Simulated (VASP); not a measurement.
# AlN in VASP: further runs

Runs on AlN. Level: PBE. Tasks: single point.

The COD entry that gives the cell may itself be a prediction, so a difference from it is no test against experiment.

Program: VASP 6.6.1. These are calculated values, not measurements. Logs are shortened: lines on timing, memory, paths and dates and some standing lists are left out, and cuts for length are marked.

## Step 1: The cell of the first run

The structure is cubic, space group Fm-3m (No. 225). Conventional cell: a = 3.938 Å, b = 3.938 Å, c = 3.938 Å, α = 90.00°, β = 90.00°, γ = 90.00°. Al (site symmetry m-3m) has 6 N at 1.97 Å within 2.6 Å. N (site symmetry m-3m) has 6 Al at 1.97 Å within 2.6 Å.

## Step 2: Single point, PBE

Input file INCAR:

```
SYSTEM = AlN
  PREC = Accurate
  ENCUT = 600
  EDIFF = 1E-6
  ISMEAR = 0
  SIGMA = 0.1
  LREAL = .FALSE.
  LASPH = .TRUE.
  NELM = 120
  ALGO = Normal
  ISIF = 2
  LWAVE = .FALSE.
  LCHARG = .TRUE.
  GGA = PE
  LELF = .TRUE.
  LVHAR = .TRUE.
  NBANDS = 11
  GGA_COMPAT = .FALSE.
```

Input file KPOINTS:

```
regular mesh
0
G
  8 8 8
  0 0 0
```

Input file POSCAR:

```
AlN
1.0
    0.0000000000      1.9689999800      1.9689999800
    1.9689999800      0.0000000000      1.9689999800
    1.9689999800      1.9689999800      0.0000000000
Al N
1 1
Direct
    0.0000000000      0.0000000000      0.0000000000
    0.5000000000      0.5000000000      0.5000000000
```

Potentials or basis: VASP PAW PBE potentials, release 64 (Al, N).

Launch:

```bash
$ cat potpaw_PBE.64/Al/POTCAR potpaw_PBE.64/N/POTCAR > POTCAR
$ mpirun -np 1 vasp_std > vasp.out
```

OUTCAR:

```text
SYSTEM = AlN
   PREC = Accurate
   ENCUT = 600
   EDIFF = 1E-6
   ISMEAR = 0
   LREAL = .FALSE.
   LASPH = .TRUE.
   NELM = 120
   ISIF = 2
   GGA = PE

 ion  position               nearest neighbor table
   1  0.000  0.000  0.000-   2 1.97   2 1.97   2 1.97   2 1.97   2 1.97   2 1.97
   2  0.500  0.500  0.500-   1 1.97   1 1.97   1 1.97   1 1.97   1 1.97   1 1.97

  LATTYP: Found a face centered cubic cell.
 ALAT       =     3.9379999600

  Lattice vectors:

 A1 = (   0.0000000000,   1.9689999800,   1.9689999800)
 A2 = (   1.9689999800,   0.0000000000,   1.9689999800)
 A3 = (   1.9689999800,   1.9689999800,   0.0000000000)

Analysis of symmetry for initial positions (statically):
=====================================================================
 Subroutine PRICEL returns:
 Original cell was already a primitive cell.

 Routine SETGRP: Setting up the symmetry group for a
 face centered cubic supercell.

 Subroutine GETGRP returns: Found 48 space group operations
 (whereof 48 operations were pure point group operations)
 out of a pool of 48 trial point group operations.

The static configuration has the point symmetry O_h .

Analysis of symmetry for dynamics (positions and initial velocities):
=====================================================================
 Subroutine PRICEL returns:
 Original cell was already a primitive cell.

 Routine SETGRP: Setting up the symmetry group for a
 face centered cubic supercell.

 Subroutine GETGRP returns: Found 48 space group operations
 (whereof 48 operations were pure point group operations)
 out of a pool of 48 trial point group operations.

The dynamic configuration has the point symmetry O_h .

 Subroutine INISYM returns: Found 48 space group operations
 (whereof 48 operations are pure point group operations),
 and found     1 'primitive' translations

----------------------------------------------------------------------------------------

                                     Primitive cell

  volume of cell :      15.2675

  direct lattice vectors                    reciprocal lattice vectors
     0.000000000  1.968999980  1.968999980    -0.253936011  0.253936011  0.253936011
     1.968999980  0.000000000  1.968999980     0.253936011 -0.253936011  0.253936011
     1.968999980  1.968999980  0.000000000     0.253936011  0.253936011 -0.253936011

  length of vectors
     2.784586476  2.784586476  2.784586476     0.439830072  0.439830072  0.439830072

  position of ions in fractional coordinates (direct lattice)
     0.000000000  0.000000000  0.000000000
     0.500000000  0.500000000  0.500000000

  ion indices of the primitive-cell ions
   primitive index   ion index
                 1           1
                 2           2

----------------------------------------------------------------------------------------

 KPOINTS: regular mesh

Automatic generation of k-mesh.
 Grid dimensions read from file:
 generate k-points for:    8    8    8

 Generating k-lattice:

  Cartesian coordinates                     Fractional coordinates (reciprocal lattice)
    -0.031742001  0.031742001  0.031742001     0.125000000  0.000000000  0.000000000
     0.031742001 -0.031742001  0.031742001     0.000000000  0.125000000  0.000000000
     0.031742001  0.031742001 -0.031742001     0.000000000  0.000000000  0.125000000

  Length of vectors
     0.054978759  0.054978759  0.054978759

  Shift w.r.t. Gamma in fractional coordinates (k-lattice)
     0.000000000  0.000000000  0.000000000

 Subroutine IBZKPT returns following result:
 ===========================================

 Found     29 irreducible k-points:

 Following reciprocal coordinates:
            Coordinates               Weight
  0.000000  0.000000  0.000000      1.000000
  0.125000  0.000000  0.000000      8.000000
  0.250000  0.000000  0.000000      8.000000
  0.375000  0.000000  0.000000      8.000000
  0.500000  0.000000  0.000000      4.000000
  0.125000  0.125000  0.000000      6.000000
[... 16 lines left out ...]
  0.500000  0.250000  0.125000     48.000000
 -0.375000  0.250000  0.125000     24.000000
 [... further k-points ...]
   k-points           NKPTS =     29   k-points in BZ     NKDIM =     29   number of bands    NBANDS=     11
   number of dos      NEDOS =    301   number of ions     NIONS =      2
   total plane-waves  NPLWV =  13824
   dimension x,y,z NGX =    24 NGY =   24 NGZ =   24
   dimension x,y,z NGXF=    48 NGYF=   48 NGZF=   48
   ions per type =               1   1
   NGX,Y,Z   is equivalent  to a cutoff of  14.33, 14.33, 14.33 a.u.
   NGXF,Y,Z  is equivalent  to a cutoff of  28.66, 28.66, 28.66 a.u.
 SYSTEM =  AlN
   PREC   = accura    normal or accurate (medium, high low for compatibility)
   ISTART =      0    job   : 0-new  1-cont  2-samecut
   ICHARG =      2    charge: 1-file 2-atom 10-const
   ISPIN  =      1    spin polarized calculation?
   LNONCOLLINEAR =      F non collinear calculations
   LSORBIT =      F    spin-orbit coupling
   LASPH  =      T    aspherical Exc in radial PAW
   ENCUT  =  600.0 eV  44.10 Ry    6.64 a.u.   5.56  5.56  5.56*2*pi/ulx,y,z
   NELM   =    120;   NELMIN=  2; NELMDL= -5     # of ELM steps
   EDIFF  = 0.1E-05   stopping-criterion for ELM
   LREAL  =      F    real-space projection
   EDIFFG = 0.1E-04   stopping-criterion for IOM
   NSW    =      0    number of steps for IOM
   IBRION =     -1    ionic relax: 0-MD 1-quasi-New 2-CG
   NFREE  =      0    steps in history (QN), initial steepest desc. (CG)
   ISIF   =      2    stress and relaxation
   ISYM   =      2    0-nonsym 1-usesym 2-fastsym
   POTIM  = 0.5000    time-step for ionic-motion
   TEBEG  =    0.0;   TEEND  =   0.0 temperature during run
   PSTRESS=    0.0 pullay stress
   NELECT =       8.0000    total number of electrons
   NUPDOWN=      -1.0000    fix difference up-down
   EMIN   =  10.00;   EMAX   =-10.00  energy-range for DOS
   EFERMI =   0.00;   METHOD = LEGACY
   ISMEAR =     0;   SIGMA  =   0.10  broadening in eV -4-tet -1-fermi 0-gaus
   EFERMI_NEDOS =   21; number of points for ismear=-14 and -15
   IALGO  =     38    algorithm
   IMIX   =      4    mixing-type and parameters
     AMIX     =   0.40;   BMIX     =  1.00
     AMIX_MAG =   1.60;   BMIX_MAG =  1.00
  volume/ion in A,a.u.               =       7.63        51.51
  Fermi-wavevector in a.u.,A,eV,Ry     =   1.319823  2.494104 23.700444  1.741933
  Thomas-Fermi vector in A             =   2.449694
   LORBIT       =      0    0 simple, 1 ext, 2 COOP (PROOUT), +10 PAW based schemes
   GGA     = PE    functional components
   LHFCALC =     F    Hartree Fock is set to
   AEXX    =    0.0000 exact exchange contribution
   IVDW    =     0    specifies the selected vdW correction
   LEPSILON=     F    determine dielectric tensor
   LRPA    =     F    only Hartree local field effects (RPA)
 non-spin polarized calculation
 Gauss-broadening in eV      SIGMA  =   0.10
  energy-cutoff  :      600.00
  volume of cell :       15.27
 maximum number of plane-waves:       531
 NGX is ok and might be reduce to    24
   NGX = 11   NGY = 11   NGZ = 11

 number of electron       8.0000000 magnetization

 Free energy of the ion-electron system (eV)
  ---------------------------------------------------
  ext. energy  EPLUGINS =         0.00000000
  ---------------------------------------------------
  free energy    TOTEN  =       -14.40938267 eV

  energy without entropy =      -14.40938267  energy(sigma->0) =      -14.40938267

 E-fermi :  11.5705     XC(G=0): -12.6611

 val. band max:       11.0249990234   @ k =   0.0000   0.0000   0.0000
 cond. band min:      16.1830436974   @ k =   0.5000   0.5000   0.0000
 fundamental gap:      5.1580446740
 Fermi energy:        11.5705198102

 k-point     1 :       0.0000    0.0000    0.0000
  band No.  band energies     occupation
      1      -7.2697      2.00000
      2      11.0250      2.00000
      3      11.0250      2.00000
      4      11.0250      2.00000
      5      17.8931      0.00000
      6      23.4441      0.00000
      7      23.4441      0.00000
      8      23.4441      0.00000
      9      28.8043      0.00000
     10      29.4033      0.00000
     11      29.4033      0.00000

 k-point     2 :       0.1250    0.0000    0.0000
  band No.  band energies     occupation
      1      -6.9257      2.00000
      2       9.5016      2.00000
      3      10.8115      2.00000
      4      10.8115      2.00000
      5      18.6612      0.00000
      6      22.3194      0.00000
      7      23.9338      0.00000
      8      23.9338      0.00000
      9      27.6936      0.00000
     10      27.6936      0.00000
     11      30.3511      0.00000

 k-point     3 :       0.2500    0.0000    0.0000
  band No.  band energies     occupation
      1      -5.9424      2.00000
      2       6.5019      2.00000
      3      10.3504      2.00000
      4      10.3504      2.00000
      5      18.6097      0.00000
      6      22.8941      0.00000
      7      23.9213      0.00000
      8      23.9213      0.00000
      9      27.8952      0.00000
     10      27.8952      0.00000
     11      29.3801      0.00000

 k-point     4 :       0.3750    0.0000    0.0000
  band No.  band energies     occupation
      1      -4.5532      2.00000
      2       3.6064      2.00000
      3       9.9471      2.00000
      4       9.9471      2.00000
      5      17.9259      0.00000
      6      23.0438      0.00000
      7      23.0438      0.00000
      8      24.6939      0.00000
      9      28.3887      0.00000
     10      30.5992      0.00000
     11      30.5992      0.00000

 k-point     5 :       0.5000    0.0000    0.0000
  band No.  band energies     occupation
      1      -3.6838      2.00000
      2       2.1981      2.00000
      3       9.7932      2.00000
      4       9.7932      2.00000
      5      17.6730      0.00000
      6      22.6810      0.00000
      7      22.6810      0.00000
      8      25.5222      0.00000
      9      28.0426      0.00000
     10      32.6223      0.00000
     11      32.6223      0.00000
[... 211 lines left out ...]
 k-point    21 :       0.5000    0.5000    0.0000
  band No.  band energies     occupation
      1      -2.5891      2.00000
      2       3.0963      2.00000
      3       8.0169      2.00000
      4       8.0169      2.00000
      5      16.1830      0.00000
      6      16.4216      0.00000
      7      26.0723      0.00000
      8      29.5640      0.00000
      9      29.5640      0.00000
     10      35.1278      0.00000
     11      38.8567      0.00000

 k-point    22 :       0.3750    0.2500    0.1250
  band No.  band energies     occupation
      1      -5.1278      2.00000
      2       6.1194      2.00000
      3       8.2426      2.00000
      4       9.7143      2.00000
      5      20.0076      0.00000
      6      20.6821      0.00000
      7      22.0268      0.00000
      8      25.8070      0.00000
      9      26.8838      0.00000
     10      31.4666      0.00000
     11      33.8071      0.00000

 k-point    23 :       0.5000    0.2500    0.1250
  band No.  band energies     occupation
      1      -3.8731      2.00000
      2       4.2102      2.00000
      3       7.2638      2.00000
      4       9.1398      2.00000
      5      19.9240      0.00000
      6      20.8723      0.00000
      7      22.5568      0.00000
      8      25.1975      0.00000
      9      28.8698      0.00000
     10      32.1597      0.00000
     11      34.1332      0.00000

 k-point    24 :      -0.3750    0.2500    0.1250
  band No.  band energies     occupation
      1      -3.1332      2.00000
      2       3.1211      2.00000
      3       7.0321      2.00000
      4       8.8594      2.00000
      5      20.0091      0.00000
      6      20.2766      0.00000
      7      24.1506      0.00000
      8      24.6537      0.00000
      9      30.0733      0.00000
     10      31.2089      0.00000
     11      34.5382      0.00000

 [... further k-points ...]
[... 5 lines left out ...]
  --------------------------------------------------------------------------------------
  -------------------------------------------------------------------------------------
  Total        2.8563329      2.8563329      2.8563329      0.0000000      0.0000000     -0.0000000
  in kB      299.7452282    299.7452282    299.7452282      0.0000000      0.0000000     -0.0000000
  external PRESSURE =     299.7452282 kB  Pullay stress =       0.0000000 kB

 VOLUME and BASIS-vectors are now :
 -----------------------------------------------------------------------------
  energy-cutoff  :      600.00
  volume of cell :       15.27
      direct lattice vectors                 reciprocal lattice vectors
     0.000000000  1.968999980  1.968999980    -0.253936011  0.253936011  0.253936011
     1.968999980  0.000000000  1.968999980     0.253936011 -0.253936011  0.253936011
     1.968999980  1.968999980  0.000000000     0.253936011  0.253936011 -0.253936011

 POSITION                                       TOTAL-FORCE (eV/Angst)
 -----------------------------------------------------------------------------------
      0.00000      0.00000      0.00000         0.000000     -0.000000      0.000000
      1.96900      1.96900      1.96900        -0.000000      0.000000      0.000000
 -----------------------------------------------------------------------------------
    total drift:                               -0.000000     -0.000000      0.000000

  FREE ENERGIE OF THE ION-ELECTRON SYSTEM (eV)
  ---------------------------------------------------
  free  energy   TOTEN  =       -14.4093826691 eV

  energy  without entropy=      -14.4093826691  energy(sigma->0) =      -14.40938267
```

Run time: 9.2 s. Hardware: 1 thread of Intel Xeon 8259CL, shared host; peak memory 0.13 GiB.

Results:

* Free energy: -14.4094 eV
* Pressure: 30.0 GPa
* Band gap on the k mesh: 5.16 eV, indirect (least direct gap 6.87 eV)

A k mesh can miss the band edges. Expect the measured gap to be larger: semilocal functionals such as PBE lack the derivative discontinuity.

## Step 3: Single point, PBE

This run uses another cell than the first one, of 8.45 Å³/atom, 1.106 times its volume.

Input file INCAR:

```
ALGO = Normal ; EDIFF = 1E-6
ENCUT = 600 ; GGA = PE
GGA_COMPAT = F ; ISIF = 2
ISMEAR = 0 ; LASPH = T
LCHARG = F ; LREAL = F
LWAVE = F ; NBANDS = 11
NELM = 120 ; PREC = Accurate
SIGMA = 0.15
```

Input file KPOINTS:

```
k-points
0
Gamma
  5 5 5
```

Input file POSCAR:

```
AlN
1.0
   -1.4401782847      1.4402025048      2.0358532508
    1.4401782847     -1.4402025048      2.0358532508
    1.4401782847      1.4402025048     -2.0358532508
Al N
1 1
Direct
    0.7902728811      0.7902728811      0.0000000000
    0.2902997089      0.2902997089      0.0000000000
```

Potentials or basis: VASP PAW PBE potentials, release 64 (Al, N).

Launch:

```bash
$ cat potpaw_PBE.64/Al/POTCAR potpaw_PBE.64/N/POTCAR > POTCAR
$ mpirun -np 1 vasp_std > vasp.out
```

Run time: 9.7 s. Hardware: 1 thread of Intel Xeon 8259CL, shared host; peak memory 0.13 GiB.

It converged, with:

* Free energy: -14.5277 eV
* Pressure: -0.9 GPa
* Band gap on the k mesh: 4.99 eV, indirect (least direct gap 5.36 eV)

Stress tensor (GPa, compression positive):
```
-0.92  0.00  0.00
 0.00 -0.93  0.00
 0.00  0.00 -0.81
```

Levels at points of the mesh, in eV from the valence-band top:
```csv
k point,band 1,band 2,band 3,band 4,band 5,band 6,band 7,band 8
"(0.00, 0.00, 0.00)",-17.36,0.00,0.00,0.00,5.36,12.08,12.08,12.08
```

Caveat: the k points lie up to 0.62 Å⁻¹ apart. A k mesh can miss the band edges.
